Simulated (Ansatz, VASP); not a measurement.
**Two plane-wave programs on Te2As3**

```
Te As
1.0
     5.17144    0.00000    0.00000
    -2.58572    4.47860    0.00000
     0.00000    0.00000    5.97886
Te As
2 3
Direct
  0.33333 0.66667 0.22782
  0.66667 0.33333 0.77218
  0.33333 0.66667 0.78194
  0.66667 0.33333 0.21806
  0.00000 0.00000 0.00000
```

Change from the starting cell: species swapped into the Si2Rh3 type (P-3m1, No. 164).

Alike in both runs: functional PBE; k mesh 12 × 12 × 6; occupations gaussian, width 0.1 eV; no spin polarisation.

Ansatz relaxed the structure, and its values are those at the end. VASP's run is a single point on that final structure, the one shown.

|  | VASP | Ansatz |
| --- | --- | --- |
| version | VASP 6.6.1 | Ansatz 0.2.0 |
| potentials or method | VASP PAW PBE potentials, release 64 (Te, As), cutoff 520 eV | scalar-relativistic, plane waves, PAW |
| valence electrons in the cell | 27 | 77 |

|  | VASP | Ansatz | Ansatz less VASP |
| --- | --- | --- | --- |
| gap on the k mesh at the Fermi level (eV) | none | none | - |
| pressure (GPa) | 0.0 | 0.0 | -0.03 |
| rms of the force components (eV/Å) | 0.011 | 0.001 | -0.0101 |

A gap of «none» marks a metal or a gap that the smearing closes. VASP's potentials hold 27 valence electrons a cell and Ansatz's 77, so a difference there can come from the potentials and not from the codes.

Spin-orbit coupling is off throughout.
